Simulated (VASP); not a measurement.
Wanted: the native input for a VASP 6.6.1 run.

- Task: single point
- Functional: LDA
- Potentials or basis: VASP PAW LDA potentials, release 64 (As)
- Cutoff: 520 eV
- k mesh: 9 × 9 × 1
- Occupations: gaussian, width 0.02 eV
- Spin: no spin polarisation
- Dipole correction: yes
- Further INCAR settings: ALGO = Normal; EDIFF = 1e-06; NBANDS = 12

The structure of As lies in POSCAR:

```
As
1.0
    3.5200000000      0.0000000000      0.0000000000
   -1.7600000000      3.0484094213      0.0000000000
    0.0000000000      0.0000000000     28.0000000000
As
2
Direct
    0.3333333333      0.6666666667      0.5158571429
    0.6666666667      0.3333333333      0.4841428571
```

One way to write it, as run:

INCAR

```
SYSTEM = As
PREC = Accurate
ENCUT = 520
EDIFF = 1E-6
ISMEAR = 0
SIGMA = 0.02
LREAL = .FALSE.
LASPH = .TRUE.
NELM = 60
ALGO = Normal
ISIF = 2
LWAVE = .FALSE.
LCHARG = .FALSE.
LDIPOL = .TRUE.
IDIPOL = 3
DIPOL = 0.5 0.5 0.500
NBANDS = 12
```

KPOINTS

```
Automatic mesh
0
G
  9 9 1
  0 0 0
```

Potentials or basis: VASP PAW LDA potentials, release 64 (As).

Run with:

```bash
$ cat potpaw_LDA.64/As/POTCAR > POTCAR
$ mpirun -np 1 vasp_std > vasp.out
```

Results of the run:

```
Largest force          : 5.712 eV/Å
Band gap on the k mesh : zero (band 5 reaches -3.39 eV, above the bottom of band 6 at -3.63 eV)
```

Wall time 60 s on 1 thread of Intel(R) Xeon(R) Platinum 8488C (Sapphire Rapids), on a shared host, peak memory 0.31 GiB.
